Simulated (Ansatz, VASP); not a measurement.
Al2BP3 in VASP and in Ansatz

File INCAR:

```
  ALGO = Normal
  EDIFF = 1E-6
  EDIFFG = -0.04
  ENCUT = 600
  GGA = PE
  IBRION = 2
  ISIF = 3
  ISMEAR = 0
  LASPH = True
  LCHARG = False
  LREAL = False
  LWAVE = False
  NELM = 60
  NSW = 90
  PREC = Accurate
  SIGMA = 0.1
```

The input KPOINTS:

```
k-points
0
Gamma
  6 6 1
```

The input POSCAR:

```
Al2BP3
1.0
    3.5948848600      0.0000000000      0.0000000000
   -1.7974424300      3.1132616100      0.0000000000
    0.0000000000      0.0000000000     17.7017155200
Al B P
4 2 6
Direct
    0.3333333300      0.6666666700      0.0000230000
    0.3333333300      0.6666666700      0.6666896700
    0.6666666700      0.3333333300      0.1666896700
    0.6666666700      0.3333333300      0.5000230000
    0.3333333300      0.6666666700      0.3333563300
    0.6666666700      0.3333333300      0.8333563300
    0.3333333300      0.6666666700      0.1249770000
    0.3333333300      0.6666666700      0.4583103400
    0.3333333300      0.6666666700      0.7916436700
    0.6666666700      0.3333333300      0.2916436700
    0.6666666700      0.3333333300      0.6249770000
    0.6666666700      0.3333333300      0.9583103400
```

Input for Ansatz:

```yaml
crystal:
  lattice:
    - [3.59488486, 0.0, 0.0]
    - [-1.79744243, 3.11326161, 0.0]
    - [0.0, 0.0, 17.70171552]
  atoms:
    - { symbol: Al, position: [0.33333333, 0.66666667, 2.3e-05] }
    - { symbol: Al, position: [0.33333333, 0.66666667, 0.66668967] }
    - { symbol: Al, position: [0.66666667, 0.33333333, 0.16668967] }
    - { symbol: Al, position: [0.66666667, 0.33333333, 0.500023] }
    - { symbol: B, position: [0.33333333, 0.66666667, 0.33335633] }
    - { symbol: B, position: [0.66666667, 0.33333333, 0.83335633] }
    - { symbol: P, position: [0.33333333, 0.66666667, 0.124977] }
    - { symbol: P, position: [0.33333333, 0.66666667, 0.45831034] }
    - { symbol: P, position: [0.33333333, 0.66666667, 0.79164367] }
    - { symbol: P, position: [0.66666667, 0.33333333, 0.29164367] }
    - { symbol: P, position: [0.66666667, 0.33333333, 0.624977] }
    - { symbol: P, position: [0.66666667, 0.33333333, 0.95831034] }
basis:
  ecutwfc: 420
kpoints:
  mp_grid: { grid: [6, 6, 1] }
hamiltonian:
  xc: pbe
scf:
  occupations: { method: gaussian, width: 0.1 }
  lower_state_search: "off"
output:
  forces: true
  stress: true
  eigenvalues: true
relax:
  adjacent_minimum: "off"
  f_tol: 0.04
  max_steps: 70
  cell: { stress_tol: 0.4 }
```

Alike in both runs: task relaxation of cell and atoms; functional PBE; k mesh 6 × 6 × 1; occupations gaussian, width 0.1 eV; no spin polarisation.

|  | VASP | Ansatz |
| --- | --- | --- |
| version | VASP 6.6.1 | Ansatz 0.2.0 |
| potentials or method | VASP PAW PBE potentials, release 64 (Al, B, P), cutoff 600 eV | scalar-relativistic, plane waves, PAW |
| valence electrons in the cell | 48 | 48 |

|  | VASP | Ansatz | Ansatz less VASP |
| --- | --- | --- | --- |
| gap on the k mesh at the Fermi level, each at its own relaxed structure (eV) | 0.92 | 0.92 | -0.001 |
| relaxed volume (Å³/atom) | 17.80 | 17.81 | +0.009 |
| relaxed cell length with the largest relative difference (Å) | 18.473 | 18.476 | +0.0032 |
